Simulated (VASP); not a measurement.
Set up this calculation in VASP 6.6.1, as the native input.

| Property | Result |
| --- | --- |
| Task | single point |
| Functional | PBE |
| Potentials or basis | VASP PAW PBE potentials, release 64 (Na_pv, I) |
| Cutoff | 520 eV |
| k mesh | 8 × 8 × 8 |
| Occupations | fermi-dirac, width 0.02 eV |
| Spin | no spin polarisation |
| Dipole correction | no |
| Further INCAR settings | ALGO = Normal; EDIFF = 1e-06; NBANDS = 14 |

The structure of NaI lies in POSCAR:

```
NaI
1.0
    0.0000000000      3.1005316910      3.1005316910
    3.1005316910      0.0000000000      3.1005316910
    3.1005316910      3.1005316910      0.0000000000
Na I
1 1
Direct
    0.0000000000      0.0000000000      0.0000000000
    0.5000000000      0.5000000000      0.5000000000
```

This cell differs from its parent crystal: strain -4.0%.

The input as run:

INCAR

```
SYSTEM = NaI
ALGO = Normal ; EDIFF = 1E-6
ENCUT = 520 ; GGA = PE
ISIF = 2 ; ISMEAR = -1
LASPH = .TRUE. ; LCHARG = .TRUE.
LELF = .TRUE. ; LREAL = .FALSE.
LVHAR = .TRUE. ; LWAVE = .FALSE.
NBANDS = 14 ; NELM = 60
PREC = Accurate ; SIGMA = 0.02
```

KPOINTS

```
k-points
0
G
  8 8 8
  0 0 0
```

Potentials or basis: VASP PAW PBE potentials, release 64 (Na_pv, I).

The run is started by

```console
$ cat potpaw_PBE.64/Na_pv/POTCAR potpaw_PBE.64/I/POTCAR > POTCAR
$ mpirun -np 1 vasp_std > vasp.out
```

Results of the run:

```json
{"Pressure": "3.4 GPa", "Band gap on the k mesh": "4.03 eV, direct"}
```

Caveat: the cell differs from its parent crystal (strain -4.0%); spin-orbit coupling is left out, which moves the levels of the heavy elements.

It took 41 s on 1 thread of Intel(R) Xeon(R) Platinum 8375C CPU @ 2.90GHz (Ice Lake), with other jobs on the host, peak memory 0.21 GiB.
